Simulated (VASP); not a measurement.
A run of VASP 6.6.1 is set up as follows.

INCAR

```
PREC     = Accurate       # precision mode
ENCUT    = 520            # plane-wave cutoff, eV
EDIFF    = 1E-7           # SCF threshold, eV
ISMEAR   = -1             # smearing method
SIGMA    = 0.1            # smearing width, eV
LREAL    = False          # projectors in reciprocal space
LASPH    = True           # aspherical terms in the spheres
NELM     = 100            # most SCF steps
ALGO     = Normal         # electronic algorithm
ISIF     = 2              # what is computed and relaxed
LWAVE    = False          # write WAVECAR
LCHARG   = False          # write CHGCAR
GGA      = PS             # functional
IVDW     = 12             # dispersion correction
NBANDS   = 12             # bands
```

File KPOINTS:

```
Automatic mesh
0
Gamma
  11 11 11
```

The input POSCAR:

```
Ag
1.0
    0.0000000000      2.0030710340      2.0030710340
    2.0030710340      0.0000000000      2.0030710340
    2.0030710340      2.0030710340      0.0000000000
Ag
1
Direct
    0.0000000000      0.0000000000      0.0000000000
```

Potentials or basis: VASP PAW PBE potentials, release 64 (Ag).

Command:

```sh
$ cat potpaw_PBE.64/Ag/POTCAR > POTCAR
$ mpirun -np 1 vasp_std > vasp.out
```

**Question.** Predict the dispersion energy per atom.

**Answer.** -0.579 eV.

**Question.** What does it give for the pressure?

**Answer.** -1.7 GPa.

Caveat: three body term missing; the PAW data sets were made with another functional, which shifts forces and pressure a little; pairwise dispersion overbinds metals, which lowers pressure and volume.
